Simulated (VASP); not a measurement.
Write the native input for VASP 6.6.1 that does the following.

```
Task                   : single point
Functional             : PBEsol
Potentials or basis    : VASP PAW PBE potentials, release 64 (Nb_sv)
Cutoff                 : 520 eV
k mesh                 : 22 × 22 × 22
Occupations            : gaussian, width 0.15 eV
Spin                   : no spin polarisation
Dipole correction      : no
Further INCAR settings : ALGO = Normal; EDIFF = 1e-06; NBANDS = 12
```

The structure of Nb lies in POSCAR:

```
Nb
1.0
   -1.6639500000      1.6639500000      1.6639500000
    1.6639500000     -1.6639500000      1.6639500000
    1.6639500000      1.6639500000     -1.6639500000
Nb
1
Direct
    0.0000000000      0.0000000000      0.0000000000
```

These files were run (other wordings do the same):

INCAR

```
SYSTEM = Nb
ALGO = Normal
EDIFF = 1E-6
ENCUT = 520
GGA = PS
ISIF = 2
ISMEAR = 0
LASPH = .True.
LCHARG = .False.
LREAL = .False.
LWAVE = .False.
NBANDS = 12
NELM = 80
PREC = Accurate
SIGMA = 0.15
```

KPOINTS

```
k-points
0
Gamma
  22 22 22
  0 0 0
```

Potentials or basis: VASP PAW PBE potentials, release 64 (Nb_sv).

Command:

```console
$ cat potpaw_PBE.64/Nb_sv/POTCAR > POTCAR
$ mpirun -np 1 vasp_std > vasp.out
```

It gave:

```yaml
Pressure: -8.7 GPa
```

Caveat: the PAW data sets were made with another functional, which shifts forces and pressure a little.

It took 21 s on 1 thread of Intel(R) Xeon(R) 6975P-C (Granite Rapids), with other jobs on the host, peak memory 0.19 GiB.
